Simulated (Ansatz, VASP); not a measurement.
**RbBr: VASP beside Ansatz**

POSCAR

```
RbBr
1.0
    0.0000000000      3.3311529750      3.3311529750
    3.3311529750      0.0000000000      3.3311529750
    3.3311529750      3.3311529750      0.0000000000
Rb Br
1 1
Direct
    0.0000000000      0.0000000000      0.0000000000
    0.5000000000      0.5000000000      0.5000000000
```

The input INCAR.step1:

```
ALGO = Normal
EDIFF = 1E-5
ENCUT = 550
GGA = PE
GGA_COMPAT = False
ISMEAR = -5
LASPH = True
LCHARG = False
LREAL = False
LWAVE = True
NBANDS = 15
NELM = 120
PREC = Accurate
SIGMA = 0.02
```

The input INCAR.step2:

```
ALGO = Normal
EDIFF = 1E-6
ENCUT = 550
GGA_COMPAT = False
ISIF = 2
ISMEAR = -5
ISTART = 1
LASPH = True
LCHARG = True
LELF = True
LMIXTAU = True
LREAL = False
LVHAR = True
LWAVE = False
METAGGA = R2SCAN
NBANDS = 15
NELM = 120
PREC = Accurate
SIGMA = 0.02
```

File KPOINTS:

```
k-points
0
Gamma
  6 6 6
```

Input for Ansatz:

```yaml
crystal:
  lattice:
    - [0.0, 3.331152975, 3.331152975]
    - [3.331152975, 0.0, 3.331152975]
    - [3.331152975, 3.331152975, 0.0]
  atoms:
    - { symbol: Rb, position: [0.0, 0.0, 0.0] }
    - { symbol: Br, position: [0.5, 0.5, 0.5] }
basis:
  ecutwfc: 500
kpoints:
  mp_grid: { grid: [6, 6, 6] }
hamiltonian:
  xc: r2scan
scf:
  occupations: { method: tetrahedron }
output:
  forces: true
  eigenvalues: true
  stress: true
```

Alike in both runs: task single point; functional r2SCAN; k mesh 6 × 6 × 6; occupations tetrahedron; no spin polarisation.

|  | VASP | Ansatz |
| --- | --- | --- |
| version | VASP 6.6.1 | Ansatz 0.2.0 |
| potentials or method | VASP PAW PBE potentials, release 64 (Rb_sv, Br), cutoff 550 eV | scalar-relativistic, plane waves, PAW |
| valence electrons in the cell | 16 | 16 |

|  | VASP | Ansatz | Ansatz less VASP |
| --- | --- | --- | --- |
| gap on the k mesh at the Fermi level (eV) | 5.21 | 5.21 | +0.002 |
| pressure (GPa) | 2.2 | 2.2 | 0.00 |

VASP's potentials were made for PBE, not for r2SCAN. Ansatz's warnings: band table not solved further, tetrahedron derivatives may miss energy slope.
